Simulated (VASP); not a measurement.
GaN, 8 atoms in the cell. Symmetry: Pmc2_1, No. 26, orthorhombic system. Conventional cell: a = 3.152 Å, b = 5.459 Å, c = 5.138 Å, α = 90.00°, β = 90.00°, γ = 90.00°. Ga (site symmetry m) has 4 N at 1.87 to 2.05 Å within 2.5 Å. Ga (site symmetry m) has 4 N at 1.85 to 1.99 Å within 2.5 Å. N (site symmetry m) has 4 Ga at 1.93 to 2.05 Å within 2.6 Å. Within 2.5 Å of N (site symmetry m) lie 4 Ga at 1.85 to 1.99 Å.  This cell differs from its parent crystal: mode 11 frozen in at -0.061 Å and mode 13 at +0.073 Å (largest displacements).

```yaml
Program: VASP 6.6.1
Task: single point
Functional: LDA
Potentials_or_basis: VASP PAW LDA potentials, release 64 (Ga_d, N)
Cutoff: 520 eV
k_mesh: 8 × 6 × 6
Occupations: gaussian, width 0.05 eV
Spin: no spin polarisation
Dipole_correction: no
Further_INCAR_settings: ALGO = Normal; EDIFF = 1e-07; NBANDS = 46
```

Potentials or basis: VASP PAW LDA potentials, release 64 (Ga_d, N).

The run is started by

```sh
$ cat potpaw_LDA.64/Ga_d/POTCAR potpaw_LDA.64/N/POTCAR > POTCAR
$ mpirun -np 1 vasp_std > vasp.out
```

Hardware: 1 thread of Intel(R) Xeon(R) 6975P-C (Granite Rapids) (shared host).

**Question.** Estimate the wall time of this run.

**Answer.** Wall time 3 min on 1 thread of Intel(R) Xeon(R) 6975P-C (Granite Rapids), with other jobs on the host, peak memory 0.34 GiB. Counts: scf iterations 17, k points 80.
